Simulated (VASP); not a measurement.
# Os (P6/mmm) in VASP: notebook, part 2 of 2

VASP 6.6.1. The steps go on from the part before.

**3. Single point, PBE**

Contents of INCAR:

```
  PREC = Accurate
  ENCUT = 520
  EDIFF = 1E-7
  ISMEAR = -1
  SIGMA = 0.1
  LREAL = False
  LASPH = True
  NELM = 100
  ALGO = Normal
  ISIF = 2
  LWAVE = False
  LCHARG = False
  GGA = PE
  NBANDS = 10
```

Contents of KPOINTS:

```
regular mesh
0
Gamma
  17 17 16
```

Contents of POSCAR:

```
Os
1.0
    2.5866064557      0.0000000000      0.0000000000
   -1.2933032279      2.2400669003      0.0000000000
    0.0000000000      0.0000000000      2.4574747740
Os
1
Direct
    0.0000000000      0.0000000000      0.0000000000
```

Potentials or basis: VASP PAW PBE potentials, release 64 (Os).

Started as:

```console
$ cat potpaw_PBE.64/Os/POTCAR > POTCAR
$ mpirun -np 1 vasp_std > vasp.out
```

Run time: 13 s. Hardware: 1 thread of Intel Xeon 6975P-C (Granite Rapids), shared host; peak memory 0.16 GiB.

Results (log left out):

- Free energy: -9.9566 eV
- Pressure: 40.8 GPa
- Band gap on the k mesh: zero (bands 4 and 5 overlap by 5.39 eV)

Stress tensor (GPa, compression positive):
```
40.94  0.00  0.00
 0.00 40.94  0.00
 0.00  0.00 40.61
```

Levels at points of the mesh, in eV from the Fermi level:
```tsv
k point	band 1	band 2	band 3	band 4	band 5	band 6	band 7	band 8
(0.00, 0.00, 0.00)	-10.65	-6.87	-2.87	-2.87	3.04	3.04	14.60	16.21
(0.00, 0.00, 0.50)	-7.23	-2.02	-2.02	-1.57	-0.66	-0.66	8.72	18.18
```

Caveat: the cell stands under pressure; spin-orbit coupling is left out, which moves the levels of the heavy elements.

**4. Single point, PBE**

This run uses another cell than the first one: it holds 3 atoms, not 1.

Contents of INCAR:

```
PREC = Accurate
ENCUT = 520
EDIFF = 1E-6
ISMEAR = -1
SIGMA = 0.1
LREAL = F
LASPH = T
NELM = 100
ALGO = Normal
ISIF = 2
LWAVE = F
LCHARG = F
GGA = PE
NBANDS = 19
```

Contents of KPOINTS:

```
Automatic mesh
0
Gamma
  9 9 12
```

Contents of POSCAR:

```
Os
1.0
    4.2092752849      0.0000000000      0.0000000000
   -2.1046376424      3.6453393282      0.0000000000
    0.0000000000      0.0000000000      2.6283414944
Os
3
Direct
    0.0000000000      0.0000000000      0.0000000000
    0.3333333333      0.6666666667      0.5000000000
    0.6666666667      0.3333333333      0.5000000000
```

Potentials or basis: VASP PAW PBE potentials, release 64 (Os).

Started as:

```console
$ cat potpaw_PBE.64/Os/POTCAR > POTCAR
$ mpirun -np 1 vasp_std > vasp.out
```

OUTCAR:

```text
PREC = Accurate
   ENCUT = 520
   EDIFF = 1E-6
   ISMEAR = -1
   LREAL = F
   LASPH = T
   NELM = 100
   ISIF = 2
   GGA = PE

 ion  position               nearest neighbor table
   1  0.000  0.000  0.000-   2 2.76   3 2.76   2 2.76   3 2.76   2 2.76   2 2.76   3 2.76   3 2.76
                             3 2.76   3 2.76   2 2.76   2 2.76
   2  0.333  0.667  0.500-   3 2.43   3 2.43   3 2.43   1 2.76   1 2.76   1 2.76   1 2.76   1 2.76
                             1 2.76
   3  0.667  0.333  0.500-   2 2.43   2 2.43   2 2.43   1 2.76   1 2.76   1 2.76   1 2.76   1 2.76
                             1 2.76
[... 727 lines left out ...]
  Direction    XX          YY          ZZ          XY          YZ          ZX
  --------------------------------------------------------------------------------------
  -------------------------------------------------------------------------------------
  Total       10.2098295     10.2098295     10.2921900      0.0000000      0.0000000      0.0000000
  in kB      405.6037782    405.6037782    408.8756969      0.0000000      0.0000000      0.0000000
  external PRESSURE =     406.6944178 kB  Pullay stress =       0.0000000 kB

 VOLUME and BASIS-vectors are now :
 -----------------------------------------------------------------------------
  energy-cutoff  :      520.00
  volume of cell :       40.33
      direct lattice vectors                 reciprocal lattice vectors
     4.209275285  0.000000000  0.000000000     0.237570587  0.137161442  0.000000000
    -2.104637642  3.645339328  0.000000000     0.000000000  0.274322885  0.000000000
     0.000000000  0.000000000  2.628341494     0.000000000  0.000000000  0.380468064

 POSITION                                       TOTAL-FORCE (eV/Angst)
 -----------------------------------------------------------------------------------
      0.00000      0.00000      0.00000        -0.000000     -0.000000      0.000000
     -0.00000      2.43023      1.31417        -0.000000      0.000000     -0.000000
      2.10464      1.21511      1.31417         0.000000     -0.000000      0.000000
 -----------------------------------------------------------------------------------
    total drift:                               -0.000000      0.000000      0.000000

  FREE ENERGIE OF THE ION-ELECTRON SYSTEM (eV)
  ---------------------------------------------------
  free  energy   TOTEN  =       -32.3087548849 eV

  energy  without entropy=      -32.2322394386  energy(sigma->0) =      -32.27049716
```

OSZICAR:

```text
N       E                     dE             d eps       ncg     rms          rms(c)
DAV:   1     0.184861834674E+03    0.18486E+03   -0.11538E+04  3248   0.122E+03
DAV:   2    -0.222670039707E+02   -0.20713E+03   -0.19552E+03  3237   0.422E+02
DAV:   3    -0.338736617164E+02   -0.11607E+02   -0.10985E+02  3956   0.809E+01
DAV:   4    -0.341539512739E+02   -0.28029E+00   -0.27860E+00  3643   0.131E+01
DAV:   5    -0.341569781901E+02   -0.30269E-02   -0.30258E-02  3699   0.112E+00    0.321E+01
DAV:   6    -0.328320940928E+02    0.13249E+01   -0.18738E+00  4308   0.984E+00    0.165E+01
DAV:   7    -0.327978227609E+02    0.34271E-01   -0.42524E+00  4765   0.167E+01    0.615E+00
DAV:   8    -0.323111495515E+02    0.48667E+00   -0.21723E+00  4710   0.113E+01    0.443E-01
DAV:   9    -0.323097476127E+02    0.14019E-02   -0.61742E-02  3295   0.198E+00    0.373E-01
DAV:  10    -0.323093374794E+02    0.41013E-03   -0.57386E-04  4031   0.202E-01    0.307E-01
DAV:  11    -0.323087700008E+02    0.56748E-03   -0.81019E-04  3341   0.253E-01    0.597E-02
DAV:  12    -0.323087616224E+02    0.83783E-05   -0.13814E-05  3795   0.371E-02    0.225E-02
DAV:  13    -0.323087551995E+02    0.64230E-05   -0.31346E-06  2162   0.163E-02    0.582E-03
DAV:  14    -0.323087548849E+02    0.31454E-06   -0.45927E-07  1767   0.844E-03
   1 F= -.32308755E+02 E0= -.32270497E+02  d E =-.765154E-01
```

Wall time 18 s (1 thread of Intel Xeon 6975P-C (Granite Rapids), shared host); peak memory 0.18 GiB.

What came out:

| Property | Result |
| --- | --- |
| Free energy | -32.3088 eV |
| Pressure | 40.7 GPa |
| Band gap on the k mesh | zero (bands 12 and 13 overlap by 3.14 eV) |

Caveat: the cell stands under pressure; spin-orbit coupling is left out, which moves the levels of the heavy elements.

**5. Single point, PBE**

This run uses another cell than the first one: it holds 3 atoms, not 1.

Contents of INCAR:

```
ALGO = Normal
EDIFF = 1E-6
ENCUT = 520
GGA = PE
ISIF = 2
ISMEAR = -1
LASPH = T
LCHARG = T
LELF = T
LREAL = F
LVHAR = T
LWAVE = F
NBANDS = 19
NELM = 60
PREC = Accurate
SIGMA = 0.1
```

Contents of KPOINTS:

```
k-points
0
Gamma
  9 9 12
```

Contents of POSCAR:

```
Os
1.0
    4.2090722591      0.0000000000      0.0000000000
   -2.1045361295      3.6451635028      0.0000000000
    0.0000000000      0.0000000000      2.6281015875
Os
3
Direct
    0.0000000000      0.0000000000      0.0000000000
    0.3333333333      0.6666666667      0.5000000000
    0.6666666667      0.3333333333      0.5000000000
```

Started as:

```console
$ cat potpaw_PBE.64/Os/POTCAR > POTCAR
$ mpirun -np 1 vasp_std > vasp.out
```

It took 19 s on 1 thread of Intel Xeon 6975P-C (Granite Rapids), shared host; peak memory 0.19 GiB.

It converged, with:

- Free energy: -32.3068 eV
- Pressure: 40.8 GPa
- Band gap on the k mesh: zero (bands 12 and 13 overlap by 3.14 eV)

Stress tensor (GPa, compression positive):
```
40.66  0.00  0.00
 0.00 40.66  0.00
 0.00  0.00 41.01
```

Levels at points of the mesh, in eV from the Fermi level:
```
           k point  band 9  band 10  band 11  band 12  band 13  band 14  band 15  band 16
(0.00, 0.00, 0.00)   -2.71    -2.71    -1.72    -1.72    -1.67    -1.67     2.68     2.68
(0.00, 0.00, 0.50)   -2.65    -2.65     1.10     1.10     2.12     2.12     3.83     4.30
```

Caveat: the cell stands under pressure; spin-orbit coupling is left out, which moves the levels of the heavy elements.

**6. The runs side by side**

| cell | k mesh | gap on the mesh (eV) | pressure (GPa) |
| --- | --- | --- | --- |
| a = 2.587, b = 2.587, c = 2.458 Å, angles 90.0, 90.0, 120.0°, 1 atom, atomic positions A | 17 × 17 × 16 | none | 40.7 |
| a = 2.587, b = 2.587, c = 2.457 Å, angles 90.0, 90.0, 120.0°, 1 atom, atomic positions A | 17 × 17 × 16 | none | 40.8 |
| a = 4.209, b = 4.209, c = 2.628 Å, angles 90.0, 90.0, 120.0°, 3 atoms, atomic positions B | 9 × 9 × 12 | none | 40.8 |

Alike in all rows: task single point; level PBE; potentials or basis VASP PAW PBE potentials, release 64 (Os); no spin polarisation; cutoff (eV) 520; smearing fermi-dirac 0.1 eV.

Caveats: the cell stands under pressure; spin-orbit coupling is left out, which moves the levels of the heavy elements.

Total energies depend on the potentials used, so only differences within one code and one set of settings carry meaning.
